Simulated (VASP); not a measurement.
A run of VASP 6.6.1 is set up as follows.

File INCAR:

```
  ALGO = Normal
  EDIFF = 1E-6
  ENCUT = 520
  GGA = PE
  ISIF = 2
  ISMEAR = 0
  LASPH = True
  LCHARG = True
  LELF = True
  LREAL = False
  LVHAR = True
  LWAVE = False
  NBANDS = 12
  NELM = 80
  PREC = Accurate
  SIGMA = 0.2
```

File KPOINTS:

```
k-points
0
Gamma
  15 15 15
```

POSCAR

```
V
1.0
   -1.4991761207      1.4991761207      1.4991761207
    1.4991761207     -1.4991761207      1.4991761207
    1.4991761207      1.4991761207     -1.4991761207
V
1
Direct
    0.0000000000      0.0000000000      0.0000000000
```

Potentials or basis: VASP PAW PBE potentials, release 64 (V_sv).

Launch:

```bash
$ cat potpaw_PBE.64/V_sv/POTCAR > POTCAR
$ mpirun -np 1 vasp_std > vasp.out
```

Task: What does it give for the pressure?

Result: 0.0 GPa.
